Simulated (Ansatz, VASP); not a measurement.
# NaCl: VASP beside Ansatz

```
Na Cl
1.0
     0.00000    2.71848    2.60521
     2.71848    0.00000    2.60521
     2.71848    2.71848    0.00000
Na Cl
1 1
Direct
  0.00000 0.00000 0.00000
  0.50000 0.50000 0.50000
```

Change from the starting cell: strain -0.040 along x and y, -0.080 along z, atoms carried along.

Alike in both runs: task single point; functional PBE; k mesh 8 × 8 × 8; occupations gaussian, width 0.05 eV; no spin polarisation.

|  | VASP | Ansatz |
| --- | --- | --- |
| version | VASP 6.6.1 | Ansatz 0.2.0 |
| potentials or method | VASP PAW PBE potentials, release 64 (Na_pv, Cl), cutoff 520 eV | scalar-relativistic, plane waves, PAW |
| valence electrons in the cell | 14 | 16 |

VASP gave:

| Item | Value |
| --- | --- |
| gap on the k mesh at the Fermi level (eV) | 5.75 |
| least direct gap on the mesh (eV) | 5.75 |
| pressure (GPa) | 6.8 |
| traceless stress, the component that is largest in VASP (GPa) | 2.75 |

Task: What did Ansatz give for the same quantities?

Result: gap on the k mesh at the Fermi level (eV): 5.75; least direct gap on the mesh (eV): 5.75; pressure (GPa): 6.8; traceless stress, the component that is largest in VASP (GPa): 2.72.

The functional is the same, so the differences come from potentials, cutoffs and numerics. VASP's potentials hold 14 valence electrons a cell and Ansatz's 16, so a difference there can come from the potentials and not from the codes.
